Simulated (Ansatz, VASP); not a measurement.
Cd2C: VASP beside Ansatz

```
CELL_PARAMETERS angstrom
4.67749 0.00000 0.00000
-2.33874 4.05082 0.00000
0.00000 0.00000 3.00385
ATOMIC_POSITIONS crystal
Cd 0.33333 0.66667 0.50000
Cd 0.66667 0.33333 0.50000
C 0.00000 0.00000 0.50000
```

Alike in both runs: functional PBE; k mesh 12 × 12 × 16; occupations gaussian, width 0.1 eV; no spin polarisation.

Ansatz relaxed the structure, and its values are those at the end. VASP's run is a single point on that final structure, the one shown.

|  | VASP | Ansatz |
| --- | --- | --- |
| version | VASP 6.6.1 | Ansatz 0.2.0 |
| potentials or method | VASP PAW PBE potentials, release 64 (Cd, C), cutoff 520 eV | scalar-relativistic, plane waves, PAW |
| valence electrons in the cell | 28 | 44 |

VASP gave:

| Item | Value |
| --- | --- |
| gap on the k mesh at the Fermi level (eV) | none |
| pressure (GPa) | 0.5 |

Problem. Which values does Ansatz return?

Solution. gap on the k mesh at the Fermi level (eV): none; pressure (GPa): 0.0.

A gap of «none» marks a metal or a gap that the smearing closes. With one functional, cell and mesh, what is left measures potentials, basis and numerics. VASP's potentials hold 28 valence electrons a cell and Ansatz's 44, so a difference there can come from the potentials and not from the codes.
